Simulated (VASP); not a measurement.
A run of VASP 6.6.1:

File INCAR:

```
SYSTEM = Ir
PREC     = Accurate       ! precision mode
ENCUT    = 500            ! plane-wave cutoff, eV
EDIFF    = 1E-6           ! SCF threshold, eV
ISMEAR   = 1              ! smearing method
SIGMA    = 0.15           ! smearing width, eV
LREAL    = .False.        ! projectors in reciprocal space
LASPH    = .True.         ! aspherical terms in the spheres
NELM     = 120            ! most SCF steps
ALGO     = Normal         ! electronic algorithm
ISIF     = 2              ! what is computed and relaxed
LWAVE    = .False.        ! write WAVECAR
LCHARG   = .False.        ! write CHGCAR
GGA      = PE             ! functional
NBANDS   = 10             ! bands
GGA_COMPAT= .False.
```

The input KPOINTS:

```
regular mesh
0
Gamma
  13 13 13
  0 0 0
```

POSCAR

```
Ir
1.0
    0.0000000000      1.9156000000      1.9156000000
    1.9156000000      0.0000000000      1.9156000000
    1.9156000000      1.9156000000      0.0000000000
Ir
1
Direct
    0.0000000000      0.0000000000      0.0000000000
```

Potentials or basis: VASP PAW PBE potentials, release 64 (Ir).

Run with:

```sh
$ cat potpaw_PBE.64/Ir/POTCAR > POTCAR
$ mpirun -np 1 vasp_std > vasp.out
```

Hardware: 1 thread of AMD EPYC 9R45 96-Core Processor (Zen 5), with other jobs on the host.

Problem. Estimate the wall time of this run.

Solution. Wall time 6.4 s on 1 thread of AMD EPYC 9R45 96-Core Processor (Zen 5), with other jobs on the host, peak memory 0.1 GiB. Counts: scf iterations 12, k points 84.
